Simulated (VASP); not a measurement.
Input of a VASP 6.6.1 run:

The input INCAR:

```
PREC = Accurate
ENCUT = 520
EDIFF = 1E-7
ISMEAR = 0
SIGMA = 0.15
LREAL = F
LASPH = T
NELM = 100
ALGO = Fast
ISIF = 2
LWAVE = F
LCHARG = F
GGA = PS
NBANDS = 21
```

Contents of KPOINTS:

```
Automatic mesh
0
Gamma
  24 24 14
```

Contents of POSCAR:

```
W
1.0
   -1.5771801384      1.5771801384      1.5771801384
    1.5771801384     -1.5771801384      1.5771801384
    3.1543602768      3.1543602768      0.0000000000
W
2
Direct
    0.0000000000      0.0000000000     -0.0224168046
    0.5000000000      0.5000000000      0.5224168046
```

Potentials or basis: VASP PAW PBE potentials, release 64 (W_sv).

Command:

```bash
$ cat potpaw_PBE.64/W_sv/POTCAR > POTCAR
$ mpirun -np 1 vasp_std > vasp.out
```

Task: Estimate the pressure.

Result: 7.2 GPa.

Task: Predict the largest force.

Result: 3.367 eV/Å.

Task: Predict the band gap on the k mesh.

Result: Zero (bands 14 and 15 overlap by 3.52 eV).

Forces in eV/Å, atoms in the order of the input:
```
W    2.381  2.381  0.000
W   -2.381 -2.381  0.000
```

Caveat: the cell differs from its parent crystal (atoms displaced along a vibrational mode); the cell stands under pressure; the PAW data sets were made with another functional, which shifts forces and pressure a little; spin-orbit coupling is left out, which moves the levels of the heavy elements.
